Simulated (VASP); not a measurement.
# SnTe: electric field gradients with PBE

Crystal: SnTe.

```
Sn Te
1.0
     0.00000    3.06181    3.15650
     3.06181    0.00000    3.15650
     3.06181    3.06181    0.00000
Sn Te
1 1
Direct
  0.00000 0.00000 0.00000
  0.50000 0.50000 0.50000
```

This cell differs from its parent crystal: equal xx and yy strain of -3 %.

```json
{
  "Program": "VASP 6.6.1",
  "Task": "electric field gradients",
  "Functional": "PBE",
  "Potentials or basis": "VASP PAW PBE potentials, release 64 (Sn_d, Te)",
  "Cutoff": "520 eV",
  "k mesh": "11 × 11 × 11",
  "Occupations": "fermi-dirac, width 0.08 eV",
  "Spin": "no spin polarisation",
  "Dipole correction": "no",
  "Further INCAR settings": "ALGO = Normal; EDIFF = 1e-08; NBANDS = 17"
}
```

```yaml
Pressure: 5.6 GPa
Band_gap_on_the_k_mesh: 0.29 eV (least direct gap 0.35 eV)
Largest_electric_field_gradient_by_atom: Sn +43.3; Te +12.1 V/Å²
```

Stress tensor (GPa, compression positive):
```
7.17 0.00 0.00
0.00 7.17 0.00
0.00 0.00 2.31
```

Levels at points of the mesh, in eV from the valence-band top:
```
           k point  band 6  band 7  band 8  band 9  band 10  band 11  band 12  band 13  band 14  band 15
(0.00, 0.00, 0.00)  -13.16   -4.36   -2.34   -2.34    -2.00     3.04     3.81     3.81     4.58     4.80
```

Electric field gradients, principal values (V/Å²):
| atom | least | middle | greatest (by size) |
| --- | --- | --- | --- |
| 1 Sn | -21.629 | -21.632 | 43.261 |
| 2 Te | -6.068 | -6.068 | 12.136 |

Wall time 3.7 min on 1 thread of AMD EPYC 7R13, with other jobs on the host, peak memory 0.26 GiB.

Caveat: the cell differs from its parent crystal (equal xx and yy strain of -3 %); the cell stands under pressure; semilocal functionals underestimate gaps, and a narrow one can read as zero; without QUAD_EFG the Cq values of the log hold for a quadrupole moment of 1 mb, not for the nuclei; spin-orbit coupling is left out, which moves the levels of the heavy elements. A k mesh can miss the band edges.
